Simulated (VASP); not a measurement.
AlN:

```
Al N
1.0
     0.00000    2.22857    2.13665
     2.22857    0.00000    2.13665
     2.22857    2.22857    0.00000
Al N
1 1
Direct
  0.00000 0.00000 0.00000
  0.25000 0.25000 0.25000
```

This cell differs from its parent crystal: epitaxial xy strain +2.0%.

Base run:

```yaml
Program: VASP 6.6.1
Functional: r2SCAN
Potentials_or_basis: VASP PAW PBE potentials, release 64 (Al, N)
Cutoff: 520 eV
k_mesh: 10 × 10 × 10
Occupations: gaussian, width 0.01 eV
Spin: no spin polarisation
```

Its results: band gap on the k mesh 3.70 eV (least direct gap 4.60 eV); pressure -4.1 GPa.

Problem. The run is repeated on the same cell with these changes: functional from r2SCAN to PBE; occupations from gaussian, width 0.01 eV to fermi-dirac, width 0.02 eV. What comes out?

Solution. Band gap on the k mesh 3.09 eV (least direct gap 3.92 eV); pressure 0.7 GPa.

Caveats: the cell stands under tension (at least some runs); the PAW data sets were made with another functional, which shifts forces and pressure a little (at least some runs).

A k mesh can miss the band edges.
